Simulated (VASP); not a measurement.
# SiO2 (P4_12_12) in VASP: single point with PBE

Aim: the single point of SiO2 with PBE.

All numbers are computed with VASP 6.6.1; they aren't measurements. Logs are shortened: lines on timing, memory, paths and dates and some standing lists are left out, and cuts for length are marked.

### Step 1. The cell of the first run

It takes space group P4_12_12 (No. 92, tetragonal). The conventional cell has a = 4.950 Å, b = 4.950 Å, c = 6.926 Å, α = 90.00°, β = 90.00°, γ = 90.00°. Si (site symmetry 2) has 4 O at 1.62 to 1.63 Å within 2.2 Å. O (site symmetry 1) has 2 Si at 1.62 to 1.63 Å within 2.2 Å.

### Step 2. Single point, PBE

INCAR

```
SYSTEM = SiO2
ALGO = Normal ; EDIFF = 1E-6
ENCUT = 520 ; GGA = PE
ISIF = 2 ; ISMEAR = -1
LASPH = .True. ; LCHARG = .True.
LELF = .True. ; LREAL = .False.
LVHAR = .True. ; LWAVE = .False.
NBANDS = 44 ; NELM = 60
PREC = Accurate ; SIGMA = 0.02
```

KPOINTS

```
k-points
0
Gamma
  5 5 4
  0 0 0
```

POSCAR

```
SiO2
1.0
    4.9501000000      0.0000000000      0.0000000000
    0.0000000000      4.9501000000      0.0000000000
    0.0000000000      0.0000000000      6.9259000000
Si O
4 8
Direct
    0.3067528071      0.3067528071      0.0000000000
    0.1932471929      0.8067528071      0.2500000000
    0.6932471929      0.6932471929      0.5000000000
    0.8067528071      0.1932471929      0.7500000000
    0.2360692529      0.1197240000      0.1863222880
    0.3802760000      0.7360692529      0.4363222880
    0.7639307471      0.8802760000      0.6863222880
    0.6197240000      0.2639307471      0.9363222880
    0.7360692529      0.3802760000      0.5636777120
    0.8802760000      0.7639307471      0.3136777120
    0.2639307471      0.6197240000      0.0636777120
    0.1197240000      0.2360692529      0.8136777120
```

Potentials or basis: VASP PAW PBE potentials, release 64 (Si, O).

Started as:

```console
$ cat potpaw_PBE.64/Si/POTCAR potpaw_PBE.64/O/POTCAR > POTCAR
$ mpirun -np 1 vasp_std > vasp.out
```

OUTCAR:

```text
SYSTEM = SiO2
   EDIFF = 1E-6
   ENCUT = 520
   GGA = PE
   ISIF = 2
   ISMEAR = -1
   LASPH = .True.
   LREAL = .False.
   NELM = 60
   PREC = Accurate

 ion  position               nearest neighbor table
   1  0.307  0.307  0.000-   8 1.62  11 1.62   5 1.63  12 1.63   2 3.07   4 3.07   2 3.07   4 3.07

   2  0.193  0.807  0.250-   5 1.62  10 1.62   6 1.63  11 1.63   1 3.07   3 3.07   1 3.07   3 3.07

   3  0.693  0.693  0.500-   6 1.62   9 1.62   7 1.63  10 1.63   2 3.07   4 3.07   4 3.07   2 3.07

   4  0.807  0.193  0.750-   7 1.62  12 1.62   9 1.63   8 1.63   1 3.07   3 3.07   3 3.07   1 3.07

   5  0.236  0.120  0.186-   2 1.62   1 1.63
   6  0.380  0.736  0.436-   3 1.62   2 1.63
   7  0.764  0.880  0.686-   4 1.62   3 1.63
   8  0.620  0.264  0.936-   1 1.62   4 1.63
   9  0.736  0.380  0.564-   3 1.62   4 1.63
  10  0.880  0.764  0.314-   2 1.62   3 1.63
  11  0.264  0.620  0.064-   1 1.62   2 1.63
  12  0.120  0.236  0.814-   4 1.62   1 1.63

  LATTYP: Found a simple tetragonal cell.
 ALAT       =     4.9501000000
 C/A-ratio  =     1.3991434516

  Lattice vectors:

 A1 = (   4.9501000000,   0.0000000000,   0.0000000000)
 A2 = (   0.0000000000,   4.9501000000,   0.0000000000)
 A3 = (   0.0000000000,   0.0000000000,   6.9259000000)

Analysis of symmetry for initial positions (statically):
=====================================================================
 Subroutine PRICEL returns:
 Original cell was already a primitive cell.

 Routine SETGRP: Setting up the symmetry group for a
 simple tetragonal supercell.

 Subroutine GETGRP returns: Found  8 space group operations
 (whereof  2 operations were pure point group operations)
 out of a pool of 16 trial point group operations.

The static configuration has the point symmetry C_2 .
 The point group associated with its full space group is D_4 .

Analysis of symmetry for dynamics (positions and initial velocities):
=====================================================================
 Subroutine PRICEL returns:
 Original cell was already a primitive cell.

 Routine SETGRP: Setting up the symmetry group for a
 simple tetragonal supercell.

 Subroutine GETGRP returns: Found  8 space group operations
 (whereof  2 operations were pure point group operations)
 out of a pool of 16 trial point group operations.

The dynamic configuration has the point symmetry C_2 .
 The point group associated with its full space group is D_4 .

 Subroutine INISYM returns: Found  8 space group operations
 (whereof  2 operations are pure point group operations),
 and found     1 'primitive' translations

----------------------------------------------------------------------------------------

                                     Primitive cell

  volume of cell :     169.7087

  direct lattice vectors                    reciprocal lattice vectors
     4.950100000  0.000000000  0.000000000     0.202016121  0.000000000  0.000000000
     0.000000000  4.950100000  0.000000000     0.000000000  0.202016121  0.000000000
     0.000000000  0.000000000  6.925900000     0.000000000  0.000000000  0.144385567

  length of vectors
     4.950100000  4.950100000  6.925900000     0.202016121  0.202016121  0.144385567

  position of ions in fractional coordinates (direct lattice)
     0.306752807  0.306752807  0.000000000
     0.193247193  0.806752807  0.250000000
     0.693247193  0.693247193  0.500000000
     0.806752807  0.193247193  0.750000000
     0.236069253  0.119724000  0.186322288
     0.380276000  0.736069253  0.436322288
     0.763930747  0.880276000  0.686322288
     0.619724000  0.263930747  0.936322288
     0.736069253  0.380276000  0.563677712
     0.880276000  0.763930747  0.313677712
     0.263930747  0.619724000  0.063677712
     0.119724000  0.236069253  0.813677712

  ion indices of the primitive-cell ions
   primitive index   ion index
                 1           1
                 2           2
                 3           3
                 4           4
                 5           5
                 6           6
                 7           7
                 8           8
                 9           9
                10          10
                11          11
                12          12

----------------------------------------------------------------------------------------

 KPOINTS: k-points

Automatic generation of k-mesh.
 Grid dimensions read from file:
 generate k-points for:    5    5    4

 Generating k-lattice:

  Cartesian coordinates                     Fractional coordinates (reciprocal lattice)
     0.040403224  0.000000000  0.000000000     0.200000000  0.000000000  0.000000000
     0.000000000  0.040403224  0.000000000     0.000000000  0.200000000  0.000000000
     0.000000000  0.000000000  0.036096392     0.000000000  0.000000000  0.250000000

  Length of vectors
     0.040403224  0.040403224  0.036096392

  Shift w.r.t. Gamma in fractional coordinates (k-lattice)
     0.000000000  0.000000000  0.000000000

 Subroutine IBZKPT returns following result:
 ===========================================

 Found     18 irreducible k-points:

 Following reciprocal coordinates:
            Coordinates               Weight
  0.000000  0.000000  0.000000      1.000000
  0.200000  0.000000  0.000000      4.000000
  0.400000  0.000000  0.000000      4.000000
  0.200000  0.200000  0.000000      4.000000
  0.400000  0.200000  0.000000      8.000000
  0.400000  0.400000  0.000000      4.000000
[... 10 lines left out ...]
  0.400000  0.200000  0.500000      8.000000
  0.400000  0.400000  0.500000      4.000000
   k-points           NKPTS =     18   k-points in BZ     NKDIM =     18   number of bands    NBANDS=     44
   number of dos      NEDOS =    301   number of ions     NIONS =     12
   total plane-waves  NPLWV =  86400
   dimension x,y,z NGX =    40 NGY =   40 NGZ =   54
   dimension x,y,z NGXF=    80 NGYF=   80 NGZF=  108
   ions per type =               4   8
   NGX,Y,Z   is equivalent  to a cutoff of  13.43, 13.43, 12.96 a.u.
   NGXF,Y,Z  is equivalent  to a cutoff of  26.87, 26.87, 25.92 a.u.
 SYSTEM =  SiO2
   PREC   = accura    normal or accurate (medium, high low for compatibility)
   ISTART =      0    job   : 0-new  1-cont  2-samecut
   ICHARG =      2    charge: 1-file 2-atom 10-const
   ISPIN  =      1    spin polarized calculation?
   LNONCOLLINEAR =      F non collinear calculations
   LSORBIT =      F    spin-orbit coupling
   LASPH  =      T    aspherical Exc in radial PAW
   ENCUT  =  520.0 eV  38.22 Ry    6.18 a.u.   9.20  9.20 12.88*2*pi/ulx,y,z
   NELM   =     60;   NELMIN=  2; NELMDL= -5     # of ELM steps
   EDIFF  = 0.1E-05   stopping-criterion for ELM
   LREAL  =      F    real-space projection
   EDIFFG = 0.1E-04   stopping-criterion for IOM
   NSW    =      0    number of steps for IOM
   IBRION =     -1    ionic relax: 0-MD 1-quasi-New 2-CG
   NFREE  =      0    steps in history (QN), initial steepest desc. (CG)
   ISIF   =      2    stress and relaxation
   ISYM   =      2    0-nonsym 1-usesym 2-fastsym
   POTIM  = 0.5000    time-step for ionic-motion
   TEBEG  =    0.0;   TEEND  =   0.0 temperature during run
   PSTRESS=    0.0 pullay stress
   NELECT =      64.0000    total number of electrons
   NUPDOWN=      -1.0000    fix difference up-down
   EMIN   =  10.00;   EMAX   =-10.00  energy-range for DOS
   EFERMI =   0.00;   METHOD = LEGACY
   ISMEAR =    -1;   SIGMA  =   0.02  broadening in eV -4-tet -1-fermi 0-gaus
   EFERMI_NEDOS =   21; number of points for ismear=-14 and -15
   IALGO  =     38    algorithm
   IMIX   =      4    mixing-type and parameters
     AMIX     =   0.40;   BMIX     =  1.00
     AMIX_MAG =   1.60;   BMIX_MAG =  1.00
  volume/ion in A,a.u.               =      14.14        95.44
  Fermi-wavevector in a.u.,A,eV,Ry     =   1.182769  2.235110 19.033783  1.398944
  Thomas-Fermi vector in A             =   2.319017
   LORBIT       =      0    0 simple, 1 ext, 2 COOP (PROOUT), +10 PAW based schemes
   GGA     = PE    functional components
   LHFCALC =     F    Hartree Fock is set to
   AEXX    =    0.0000 exact exchange contribution
   IVDW    =     0    specifies the selected vdW correction
   LEPSILON=     F    determine dielectric tensor
   LRPA    =     F    only Hartree local field effects (RPA)
 non-spin polarized calculation
  energy-cutoff  :      520.00
  volume of cell :      169.71
 maximum number of plane-waves:      4606
 NGX is ok and might be reduce to    40
   NGX = 19   NGY = 19   NGZ = 25

 number of electron      64.0000018 magnetization

 Free energy of the ion-electron system (eV)
  ---------------------------------------------------
  ext. energy  EPLUGINS =         0.00000000
  ---------------------------------------------------
  free energy    TOTEN  =       -94.87138187 eV

  energy without entropy =      -94.87138187  energy(sigma->0) =      -94.87138187

 E-fermi :   0.6368     XC(G=0):  -8.5412

 val. band max:        0.2106400461   @ k =   0.0000   0.0000   0.0000
 cond. band min:       5.8510877072   @ k =   0.0000   0.0000   0.0000
 fundamental gap:      5.6404476611
 Fermi energy:         0.6368239720

 k-point     1 :       0.0000    0.0000    0.0000
  band No.  band energies     occupation
      1     -19.1485      2.00000
      2     -18.2594      2.00000
      3     -18.2594      2.00000
      4     -17.1379      2.00000
      5     -17.0525      2.00000
      6     -17.0522      2.00000
[... 36 lines left out ...]
     43      11.5771      0.00000
     44      11.9712      0.00000

 k-point     2 :       0.2000    0.0000    0.0000
  band No.  band energies     occupation
      1     -19.0647      2.00000
      2     -18.3382      2.00000
      3     -18.1613      2.00000
      4     -17.1880      2.00000
      5     -17.1426      2.00000
      6     -17.0823      2.00000
[... 36 lines left out ...]
     43      11.5814      0.00000
     44      11.6428      0.00000

 k-point     3 :       0.4000    0.0000    0.0000
  band No.  band energies     occupation
      1     -18.8407      2.00000
      2     -18.5591      2.00000
      3     -17.8904      2.00000
      4     -17.5216      2.00000
      5     -17.1480      2.00000
      6     -17.1314      2.00000
[... 36 lines left out ...]
     43      11.0282      0.00000
     44      11.6154      0.00000

 k-point     4 :       0.2000    0.2000    0.0000
  band No.  band energies     occupation
      1     -18.9800      2.00000
      2     -18.2450      2.00000
      3     -18.2374      2.00000
      4     -17.2968      2.00000
      5     -17.1465      2.00000
      6     -17.0843      2.00000
[... 600 lines left out ...]
     43      11.3109      0.00000
     44      11.3109      0.00000

 k-point    17 :       0.4000    0.2000    0.5000
  band No.  band energies     occupation
      1     -18.6331      2.00000
      2     -18.6331      2.00000
      3     -17.7805      2.00000
      4     -17.7805      2.00000
      5     -17.1276      2.00000
      6     -17.1276      2.00000
[... 36 lines left out ...]
     43      11.4324      0.00000
     44      11.4325      0.00000

 k-point    18 :       0.4000    0.4000    0.5000
  band No.  band energies     occupation
      1     -18.4247      2.00000
      2     -18.4247      2.00000
      3     -17.9862      2.00000
      4     -17.9862      2.00000
      5     -17.1393      2.00000
      6     -17.1393      2.00000
[... 36 lines left out ...]
     43      10.7971      0.00000
     44      10.7971      0.00000

------------------------ aborting loop because EDIFF is reached ----------------------------------------

  FORCE on cell =-STRESS in cart. coord.  units (eV):
  Direction    XX          YY          ZZ          XY          YZ          ZX
  --------------------------------------------------------------------------------------
  -------------------------------------------------------------------------------------
  Total        1.9333719      1.9333719      1.0400420      0.0000000      0.0000000     -0.0000000
  in kB       18.2524777     18.2524777      9.8187745      0.0000000      0.0000000     -0.0000000
  external PRESSURE =      15.4412433 kB  Pullay stress =       0.0000000 kB

 VOLUME and BASIS-vectors are now :
 -----------------------------------------------------------------------------
  energy-cutoff  :      520.00
  volume of cell :      169.71
      direct lattice vectors                 reciprocal lattice vectors
     4.950100000  0.000000000  0.000000000     0.202016121  0.000000000  0.000000000
     0.000000000  4.950100000  0.000000000     0.000000000  0.202016121  0.000000000
     0.000000000  0.000000000  6.925900000     0.000000000  0.000000000  0.144385567

 POSITION                                       TOTAL-FORCE (eV/Angst)
 -----------------------------------------------------------------------------------
      1.51846      1.51846      0.00000         0.005811      0.005811      0.000000
      0.95659      3.99351      1.73148        -0.005811      0.005811      0.000000
      3.43164      3.43164      3.46295        -0.005811     -0.005811      0.000000
      3.99351      0.95659      5.19443         0.005811     -0.005811      0.000000
      1.16857      0.59265      1.29045         0.007820      0.014718     -0.017497
      1.88240      3.64362      3.02192        -0.014718      0.007820     -0.017497
      3.78153      4.35745      4.75340        -0.007820     -0.014718     -0.017497
      3.06770      1.30648      6.48487         0.014718     -0.007820     -0.017497
      3.64362      1.88240      3.90398         0.007820     -0.014718      0.017497
      4.35745      3.78153      2.17250        -0.014718     -0.007820      0.017497
      1.30648      3.06770      0.44103        -0.007820      0.014718      0.017497
      0.59265      1.16857      5.63545         0.014718      0.007820      0.017497
 -----------------------------------------------------------------------------------
    total drift:                                0.000000     -0.000000     -0.000000

  FREE ENERGIE OF THE ION-ELECTRON SYSTEM (eV)
  ---------------------------------------------------
  free  energy   TOTEN  =       -94.8713818661 eV

  energy  without entropy=      -94.8713818660  energy(sigma->0) =      -94.87138187
```

Wall time 3.3 min (1 thread of Intel Xeon 8259CL, shared host); peak memory 0.31 GiB.

What came out:

| Property | Result |
| --- | --- |
| Free energy | -94.8714 eV |
| Pressure | 1.5 GPa |
| Largest force | 0.024 eV/Å |
| Band gap on the k mesh | 5.64 eV |

Forces in eV/Å, atoms in the order of the input:
```
Si   0.006  0.006  0.000
Si  -0.006  0.006  0.000
Si  -0.006 -0.006  0.000
Si   0.006 -0.006  0.000
O    0.008  0.015 -0.017
O   -0.015  0.008 -0.017
O   -0.008 -0.015 -0.017
O    0.015 -0.008 -0.017
O    0.008 -0.015  0.017
O   -0.015 -0.008  0.017
O   -0.008  0.015  0.017
O    0.015  0.008  0.017
```

Stress tensor (GPa, compression positive):
```
1.83 0.00 0.00
0.00 1.83 0.00
0.00 0.00 0.98
```

Caveat: an odd mesh through Γ misses points on the zone boundary, where band edges can lie.
